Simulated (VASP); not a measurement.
# WC (P-6m2) in VASP: a series of runs

The runs below take WC through single point, with HSE06, PBE0, PBE, PBEsol, PBE+D3(BJ)+U.

All numbers are computed with VASP 6.6.1; they aren't measurements. Logs are shortened: lines on timing, memory, paths and dates and some standing lists are left out, and cuts for length are marked.

**1. The cell of the first run**

The structure is hexagonal, space group P-6m2 (No. 187). Conventional cell: a = 2.867 Å, b = 2.867 Å, c = 2.798 Å, α = 90.00°, β = 90.00°, γ = 120.00°. Within 2.9 Å of W (site symmetry -6m2) lie 6 C at 2.17 Å and 8 W at 2.80 to 2.87 Å. Within 2.9 Å of C (site symmetry -6m2) lie 6 W at 2.17 Å and 8 C at 2.80 to 2.87 Å.

**2. Single point, HSE06**

The input, POSCAR:

```
WC
1.0
    2.8672181576      0.0000000000      0.0000000000
   -1.4336090788      2.4830837627      0.0000000000
    0.0000000000      0.0000000000      2.7982628680
W C
1 1
Direct
    0.0000000000      0.0000000000      0.0000000000
    0.6666666667      0.3333333333      0.5000000000
```

The input, INCAR.step1:

```
  PREC = Accurate
  ENCUT = 520
  EDIFF = 1E-5
  ISMEAR = -1
  SIGMA = 0.05
  LREAL = False
  LASPH = True
  NELM = 60
  ALGO = Normal
  ISIF = 2
  LWAVE = True
  LCHARG = False
  GGA = PE
  NBANDS = 16
```

The input, INCAR.step2:

```
  PREC = Accurate
  ENCUT = 520
  EDIFF = 1E-6
  ISMEAR = -1
  SIGMA = 0.05
  LREAL = False
  LASPH = True
  NELM = 60
  ALGO = Normal
  ISIF = 2
  LWAVE = False
  LCHARG = False
  GGA = PE
  LHFCALC = True
  HFSCREEN = 0.2079
  PRECFOCK = Normal
  ISTART = 1
  NBANDS = 16
```

The input, KPOINTS:

```
regular mesh
0
Gamma
  6 6 6
```

Potentials or basis: VASP PAW PBE potentials, release 64 (W_sv, C).

Command:

```bash
cat potpaw_PBE.64/W_sv/POTCAR potpaw_PBE.64/C/POTCAR > POTCAR
cp INCAR.step1 INCAR
mpirun -np 1 vasp_std > vasp.out
cp INCAR.step2 INCAR
mpirun -np 1 vasp_std > vasp.out
```

OUTCAR:

```text
PREC = Accurate
   ENCUT = 520
   EDIFF = 1E-6
   ISMEAR = -1
   LREAL = False
   LASPH = True
   NELM = 60
   ISIF = 2
   GGA = PE
   LHFCALC = True
   HFSCREEN = 0.2079
   PRECFOCK = Normal
   ISTART = 1

 ion  position               nearest neighbor table
   1  0.000  0.000  0.000-   2 2.17   2 2.17   2 2.17   2 2.17   2 2.17   2 2.17
   2  0.667  0.333  0.500-   1 2.17   1 2.17   1 2.17   1 2.17   1 2.17   1 2.17

  LATTYP: Found a hexagonal cell.
 ALAT       =     2.8672181576
 C/A-ratio  =     0.9759504559

  Lattice vectors:

 A1 = (   2.8672181576,   0.0000000000,   0.0000000000)
 A2 = (  -1.4336090788,   2.4830837627,   0.0000000000)
 A3 = (   0.0000000000,   0.0000000000,   2.7982628680)

Analysis of symmetry for initial positions (statically):
=====================================================================
 Subroutine PRICEL returns:
 Original cell was already a primitive cell.

 Routine SETGRP: Setting up the symmetry group for a
 hexagonal supercell.

 Subroutine GETGRP returns: Found 12 space group operations
 (whereof 12 operations were pure point group operations)
 out of a pool of 24 trial point group operations.

The static configuration has the point symmetry D_3h.

Analysis of symmetry for dynamics (positions and initial velocities):
=====================================================================
 Subroutine PRICEL returns:
 Original cell was already a primitive cell.

 Routine SETGRP: Setting up the symmetry group for a
 hexagonal supercell.

 Subroutine GETGRP returns: Found 12 space group operations
 (whereof 12 operations were pure point group operations)
 out of a pool of 24 trial point group operations.

The dynamic configuration has the point symmetry D_3h.

 Subroutine INISYM returns: Found 12 space group operations
 (whereof 12 operations are pure point group operations),
 and found     1 'primitive' translations

----------------------------------------------------------------------------------------

                                     Primitive cell

  volume of cell :      19.9224

  direct lattice vectors                    reciprocal lattice vectors
     2.867218158  0.000000000  0.000000000     0.348770113  0.201362518  0.000000000
    -1.433609079  2.483083763  0.000000000     0.000000000  0.402725037  0.000000000
     0.000000000  0.000000000  2.798262868     0.000000000  0.000000000  0.357364568

  length of vectors
     2.867218158  2.867218158  2.798262868     0.402725037  0.402725037  0.357364568

  position of ions in fractional coordinates (direct lattice)
     0.000000000  0.000000000  0.000000000
     0.666666667  0.333333333  0.500000000

  ion indices of the primitive-cell ions
   primitive index   ion index
                 1           1
                 2           2

----------------------------------------------------------------------------------------

 KPOINTS: regular mesh

Automatic generation of k-mesh.
 Grid dimensions read from file:
 generate k-points for:    6    6    6

 Generating k-lattice:

  Cartesian coordinates                     Fractional coordinates (reciprocal lattice)
     0.058128352  0.033560420  0.000000000     0.166666667 -0.000000000  0.000000000
     0.000000000  0.067120839  0.000000000     0.000000000  0.166666667  0.000000000
     0.000000000  0.000000000  0.059560761     0.000000000  0.000000000  0.166666667

  Length of vectors
     0.067120839  0.067120839  0.059560761

  Shift w.r.t. Gamma in fractional coordinates (k-lattice)
     0.000000000  0.000000000  0.000000000

 Subroutine IBZKPT returns following result:
 ===========================================

 Found     28 irreducible k-points:

 Following reciprocal coordinates:
            Coordinates               Weight
  0.000000  0.000000  0.000000      1.000000
  0.166667  0.000000  0.000000      6.000000
  0.333333 -0.000000  0.000000      6.000000
  0.500000  0.000000  0.000000      3.000000
  0.166667  0.166667  0.000000      6.000000
  0.333333  0.166667  0.000000     12.000000
[... 16 lines left out ...]
  0.166667  0.000000  0.500000      6.000000
  0.333333 -0.000000  0.500000      6.000000
 [... further k-points ...]
   k-points           NKPTS =     28   k-points in BZ     NKDIM =    216   number of bands    NBANDS=     16
   number of dos      NEDOS =    301   number of ions     NIONS =      2
   total plane-waves  NPLWV =  13824
   dimension x,y,z NGX =    24 NGY =   24 NGZ =   24
   dimension x,y,z NGXF=    48 NGYF=   48 NGZF=   48
   ions per type =               1   1
   NGX,Y,Z   is equivalent  to a cutoff of  13.92, 13.92, 14.26 a.u.
   NGXF,Y,Z  is equivalent  to a cutoff of  27.83, 27.83, 28.52 a.u.
 SYSTEM =  unknown system
   PREC   = accura    normal or accurate (medium, high low for compatibility)
   ISTART =      1    job   : 0-new  1-cont  2-samecut
   ICHARG =      0    charge: 1-file 2-atom 10-const
   ISPIN  =      1    spin polarized calculation?
   LNONCOLLINEAR =      F non collinear calculations
   LSORBIT =      F    spin-orbit coupling
   LASPH  =      T    aspherical Exc in radial PAW
   ENCUT  =  520.0 eV  38.22 Ry    6.18 a.u.   5.33  5.33  5.20*2*pi/ulx,y,z
   NELM   =     60;   NELMIN=  2; NELMDL=  0     # of ELM steps
   EDIFF  = 0.1E-05   stopping-criterion for ELM
   LREAL  =      F    real-space projection
   EDIFFG = 0.1E-04   stopping-criterion for IOM
   NSW    =      0    number of steps for IOM
   IBRION =     -1    ionic relax: 0-MD 1-quasi-New 2-CG
   NFREE  =      0    steps in history (QN), initial steepest desc. (CG)
   ISIF   =      2    stress and relaxation
   ISYM   =      3    0-nonsym 1-usesym 2-fastsym
   POTIM  = 0.5000    time-step for ionic-motion
   TEBEG  =    0.0;   TEEND  =   0.0 temperature during run
   PSTRESS=    0.0 pullay stress
   NELECT =      18.0000    total number of electrons
   NUPDOWN=      -1.0000    fix difference up-down
   EMIN   =  10.00;   EMAX   =-10.00  energy-range for DOS
   EFERMI =   0.00;   METHOD = LEGACY
   ISMEAR =    -1;   SIGMA  =   0.05  broadening in eV -4-tet -1-fermi 0-gaus
   EFERMI_NEDOS =   21; number of points for ismear=-14 and -15
   IALGO  =     38    algorithm
   IMIX   =      1    mixing-type and parameters
     AMIX     =   0.40;   BMIX     =  1.00
     AMIX_MAG =   1.60;   BMIX_MAG =  1.00
  volume/ion in A,a.u.               =       9.96        67.22
  Fermi-wavevector in a.u.,A,eV,Ry     =   1.582652  2.990779 34.079705  2.504788
  Thomas-Fermi vector in A             =   2.682543
   LORBIT       =      0    0 simple, 1 ext, 2 COOP (PROOUT), +10 PAW based schemes
   GGA     = PE    functional components
   LHFCALC =     T    Hartree Fock is set to
   PRECFOCK=normal    Normal, Fast or Accurate (Low or Medium for compatibility)
   ENCUT4O =  -1.0   cutoff for four orbital integrals eV
   NKREDX  =     1    reduce k-point grid by
   NKREDY  =     1    reduce k-point grid by
   NKREDZ  =     1    reduce k-point grid by
   AEXX    =    0.2500 exact exchange contribution
   HFSCREEN=    0.2079 screening length (either q_TF or 0.3 A-1)
   HFSCREENC=   0.2079 screening length for correlation (either q_TF or 0.3 A-1)
   ENCUTFOCK=  -1.0 apply spherical cutoff to Coloumb kernel
   IVDW    =     0    specifies the selected vdW correction
   LEPSILON=     F    determine dielectric tensor
   LRPA    =     F    only Hartree local field effects (RPA)
 non-spin polarized calculation
  energy-cutoff  :      520.00
  volume of cell :       19.92
 maximum number of plane-waves:       559
 NGX is ok and might be reduce to    24
  NGX = 16; NGY = 16; NGZ = 16

 number of electron      18.0000000 magnetization

 Free energy of the ion-electron system (eV)
  ---------------------------------------------------
  ext. energy  EPLUGINS =         0.00000000
  ---------------------------------------------------
  free energy    TOTEN  =       -25.92557421 eV

  energy without entropy =      -25.92455217  energy(sigma->0) =      -25.92506319

 E-fermi :  11.7325     XC(G=0): -11.4078

 val. band max:       11.5154646047   @ k =   0.5000   0.0000   0.5000
 cond. band min:      11.7344969368   @ k =   0.0000   0.0000   0.1667
 fundamental gap:      0.2190323321
 Fermi energy:        11.7325424640

 k-point     1 :       0.0000    0.0000    0.0000
  band No.  band energies     occupation
      1     -66.6099      2.00000
      2     -29.0871      2.00000
      3     -28.9442      2.00000
      4     -28.9442      2.00000
      5      -5.1697      2.00000
      6       6.2405      2.00000
[... 8 lines left out ...]
     15      27.3958      0.00000
     16      29.7198      0.00000

 k-point     2 :       0.1667    0.0000    0.0000
  band No.  band energies     occupation
      1     -66.5893      2.00000
      2     -29.2316      2.00000
      3     -29.0466      2.00000
      4     -29.0089      2.00000
      5      -4.3642      2.00000
      6       5.8314      2.00000
[... 8 lines left out ...]
     15      26.5683      0.00000
     16      31.3390      0.00000

 k-point     3 :       0.3333   -0.0000    0.0000
  band No.  band energies     occupation
      1     -66.5478      2.00000
      2     -29.7739      2.00000
      3     -29.1360      2.00000
      4     -28.9664      2.00000
      5      -2.5313      2.00000
      6       4.0111      2.00000
[... 8 lines left out ...]
     15      28.1311      0.00000
     16      29.8717      0.00000

 k-point     4 :       0.5000    0.0000    0.0000
  band No.  band energies     occupation
      1     -66.5269      2.00000
      2     -30.0309      2.00000
      3     -29.1984      2.00000
      4     -28.9265      2.00000
      5      -1.3729      2.00000
      6       3.1941      2.00000
[... 8 lines left out ...]
     15      26.0057      0.00000
     16      31.6611      0.00000
[... 324 lines left out ...]
 k-point    22 :       0.0000    0.0000    0.5000
  band No.  band energies     occupation
      1     -66.5533      2.00000
      2     -30.0614      2.00000
      3     -28.8530      2.00000
      4     -28.8530      2.00000
      5      -0.5079      2.00000
      6       1.3382      2.00000
[... 8 lines left out ...]
     15      24.7561      0.00000
     16      30.0995      0.00000

 k-point    23 :       0.1667    0.0000    0.5000
  band No.  band energies     occupation
      1     -66.5329      2.00000
      2     -30.0042      2.00000
      3     -29.1209      2.00000
      4     -28.9110      2.00000
      5      -0.8191      2.00000
      6       2.3361      2.00000
[... 8 lines left out ...]
     15      26.3954      0.00000
     16      29.8269      0.00000

 k-point    24 :       0.3333   -0.0000    0.5000
  band No.  band energies     occupation
      1     -66.4918      2.00000
      2     -29.8874      2.00000
      3     -29.6318      2.00000
      4     -29.0235      2.00000
      5      -1.4147      2.00000
      6       3.7104      2.00000
[... 8 lines left out ...]
     15      26.7912      0.00000
     16      30.4824      0.00000

 [... further k-points ...]

------------------------ aborting loop because EDIFF is reached ----------------------------------------

  FORCE on cell =-STRESS in cart. coord.  units (eV):
  Direction    XX          YY          ZZ          XY          YZ          ZX
  --------------------------------------------------------------------------------------
  -------------------------------------------------------------------------------------
  Total        1.9106002      1.9106002      1.8464568      0.0000000      0.0000000     -0.0000000
  in kB      153.6525500    153.6525500    148.4940726      0.0000000      0.0000000     -0.0000000
  external PRESSURE =     151.9330575 kB  Pullay stress =       0.0000000 kB

 VOLUME and BASIS-vectors are now :
 -----------------------------------------------------------------------------
  energy-cutoff  :      520.00
  volume of cell :       19.92
      direct lattice vectors                 reciprocal lattice vectors
     2.867218158  0.000000000  0.000000000     0.348770113  0.201362518  0.000000000
    -1.433609079  2.483083763  0.000000000     0.000000000  0.402725037  0.000000000
     0.000000000  0.000000000  2.798262868     0.000000000  0.000000000  0.357364568

 POSITION                                       TOTAL-FORCE (eV/Angst)
 -----------------------------------------------------------------------------------
      0.00000      0.00000      0.00000        -0.000000      0.000000      0.000000
      1.43361      0.82769      1.39913         0.000000      0.000000      0.000000
 -----------------------------------------------------------------------------------
    total drift:                               -0.000000      0.000000     -0.000000

  FREE ENERGIE OF THE ION-ELECTRON SYSTEM (eV)
  ---------------------------------------------------
  free  energy   TOTEN  =       -25.9255742083 eV

  energy  without entropy=      -25.9245521696  energy(sigma->0) =      -25.92506319
```

Wall time 24 min (1 thread of AMD EPYC 7R13 (Zen 3), shared host); peak memory 0.23 GiB.

What came out:

```
Free energy            : -25.9256 eV
Pressure               : 15.2 GPa
Band gap on the k mesh : zero (bands 9 and 10 overlap by 1.58 eV)
```

Caveat: the k points lie up to 0.42 Å⁻¹ apart, too coarse for converged energies and pressures of a metal; the PAW data sets were made with another functional, which shifts forces and pressure a little; spin-orbit coupling is left out, which moves the levels of the heavy elements.

**3. Single point, PBE0**

This run uses another cell than the first one, of 10.79 Å³/atom.

The input, POSCAR:

```
WC
1.0
    2.9447478072      0.0000000000      0.0000000000
   -1.4723739036      2.5502264088      0.0000000000
    0.0000000000      0.0000000000      2.8739279649
W C
1 1
Direct
    0.0000000000      0.0000000000      0.0000000000
    0.6666666667      0.3333333333      0.5000000000
```

The input, INCAR.step1:

```
PREC = Accurate
ENCUT = 520
EDIFF = 1E-5
ISMEAR = -1
SIGMA = 0.05
LREAL = False
LASPH = True
NELM = 80
ALGO = Normal
ISIF = 2
LWAVE = True
LCHARG = False
NBANDS = 16
GGA = PE
```

The input, INCAR.step2:

```
PREC = Accurate
ENCUT = 520
EDIFF = 1E-6
ISMEAR = -1
SIGMA = 0.05
LREAL = False
LASPH = True
NELM = 80
ALGO = Normal
ISIF = 2
LWAVE = False
LCHARG = False
GGA = PE
LHFCALC = True
AEXX = 0.25
PRECFOCK = Normal
NBANDS = 16
ISTART = 1
```

The input, KPOINTS:

```
Automatic mesh
0
Gamma
  6 6 6
```

Potentials or basis: VASP PAW PBE potentials, release 64 (W_sv, C).

Command:

```bash
cat potpaw_PBE.64/W_sv/POTCAR potpaw_PBE.64/C/POTCAR > POTCAR
cp INCAR.step1 INCAR
mpirun -np 1 vasp_std > vasp.out
cp INCAR.step2 INCAR
mpirun -np 1 vasp_std > vasp.out
```

It took 56 min on 1 thread of Intel Xeon Platinum 8259CL at 2.50GHz (Skylake/Cascade Lake), shared host; peak memory 0.16 GiB.

The run converged, but its numbers aren't listed here, since they failed a check.

Caveat: the k points lie up to 0.41 Å⁻¹ apart, too coarse for converged energies and pressures of a metal; the PAW data sets were made with another functional, which shifts forces and pressure a little; spin-orbit coupling is left out, which moves the levels of the heavy elements.

**4. Single point, PBE**

This run uses another cell than the first one, of 10.39 Å³/atom.

The input, INCAR:

```
PREC = Accurate ; ENCUT = 910
EDIFF = 1E-6 ; ISMEAR = -1
SIGMA = 0.05 ; LREAL = F
LASPH = T ; NELM = 120
ALGO = Normal ; ISIF = 2
LWAVE = F ; LCHARG = T
GGA = PE ; LELF = T
LVHAR = T ; NBANDS = 16
GGA_COMPAT = F
```

The input, KPOINTS:

```
regular mesh
0
Gamma
  10 10 9
```

The input, POSCAR:

```
WC
1.0
    2.9092585973      0.0000000000      0.0000000000
   -1.4546292986      2.5194918514      0.0000000000
    0.0000000000      0.0000000000      2.8357064123
W C
1 1
Direct
    0.0000000000      0.0000000000      0.0000000000
    0.6666666667      0.3333333333      0.5000000000
```

Potentials or basis: VASP PAW PBE potentials, release 64 (W_sv, C_h).

Command:

```bash
cat potpaw_PBE.64/W_sv/POTCAR potpaw_PBE.64/C_h/POTCAR > POTCAR
mpirun -np 1 vasp_std > vasp.out
```

Wall time 22 s (1 thread of Intel Xeon 6975P-C (Granite Rapids), shared host); peak memory 0.2 GiB.

The run converged. Its results:

* Free energy: -22.4547 eV
* Pressure: 6.0 GPa
* Band gap on the k mesh: zero (bands 9 and 10 overlap by 1.19 eV)

Stress tensor (GPa, compression positive):
```
5.92 0.00 0.00
0.00 5.92 0.00
0.00 0.00 6.18
```

Levels at points of the mesh, in eV from the Fermi level:
| k point | band 5 | band 6 | band 7 | band 8 | band 9 | band 10 | band 11 | band 12 | band 13 | band 14 |
| --- | --- | --- | --- | --- | --- | --- | --- | --- | --- | --- |
| (0.00, 0.00, 0.00) | -14.44 | -4.30 | -3.33 | -3.33 | 0.10 | 3.24 | 3.24 | 5.62 | 5.62 | 6.37 |
| (0.50, 0.00, 0.00) | -11.10 | -7.03 | -3.59 | -3.56 | -0.48 | 2.35 | 4.52 | 4.87 | 6.86 | 9.67 |

Caveat: the cell stands under pressure; spin-orbit coupling is left out, which moves the levels of the heavy elements.

[end of part 1 of 2]

The gap in the log of VASP goes by the Fermi energy; the results here count the filled bands.